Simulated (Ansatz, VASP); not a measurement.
# CdS in VASP and in Ansatz

The input INCAR:

```
ALGO = Normal ; EDIFF = 1E-6
ENCUT = 520 ; GGA = PS
ISIF = 2 ; ISMEAR = -1
LASPH = T ; LCHARG = F
LREAL = F ; LWAVE = F
NBANDS = 16 ; NELM = 60
PREC = Accurate ; SIGMA = 0.1
```

Contents of KPOINTS:

```
k-points
0
Gamma
  11 11 11
```

File POSCAR:

```
CdS
1.0
    0.0000000000      2.9122013413      2.9122013413
    2.9122013413      0.0000000000      2.9122013413
    2.9122013413      2.9122013413      0.0000000000
Cd S
1 1
Direct
    0.0000000000      0.0000000000      0.0000000000
    0.2500000000      0.2500000000      0.2500000000
```

Input for Ansatz:

```yaml
crystal:
  lattice:
    - [0.0, 2.9122013413, 2.9122013413]
    - [2.9122013413, 0.0, 2.9122013413]
    - [2.9122013413, 2.9122013413, 0.0]
  atoms:
    - { symbol: Cd, position: [0.0, 0.0, 0.0] }
    - { symbol: S, position: [0.25, 0.25, 0.25] }
kpoints:
  mp_grid: { grid: [11, 11, 11] }
  band_path:
    path:
      - [0.0, 0.0, 0.0]
      - [-0.5, -0.5, 0.0]
      - [-0.375, -0.375, 0.25]
      - [-0.375, 0.0, 0.375]
      - [0.0, 0.0, 0.0]
      - [0.0, 0.0, 0.5]
      - [-0.5, -0.25, 0.25]
      - [-0.5, -0.5, 0.0]
    npoints: 14
scf:
  occupations: { method: fermi_dirac, width: 0.1 }
hamiltonian:
  xc: pbesol
  pseudopotentials: { kind: all_electron, lapw: { basis_error: 0.001 } }
output:
  forces: true
  stress: true
  eigenvalues: true
  populations: true
  dos: { projected: true, de: 0.2, e_range: [-14, 8] }
```

Alike in both runs: task single point; functional PBEsol; k mesh 11 × 11 × 11; occupations fermi-dirac, width 0.1 eV; no spin polarisation.

```csv
,VASP,Ansatz
version,VASP 6.6.1,Ansatz 0.2.0
potentials or method,"VASP PAW PBE potentials, release 64 (Cd, S), cutoff 520 eV","all-electron LAPW, scalar-relativistic"
```

VASP gave:

| Quantity | Value |
| --- | --- |
| pressure (GPa) | 0.4 |

**Question.** Which values does Ansatz return?

**Answer.** Pressure (GPa): 0.0.

VASP's potentials were made for PBE, not for PBEsol. Ansatz ran all-electron here, and VASP with PAW potentials.
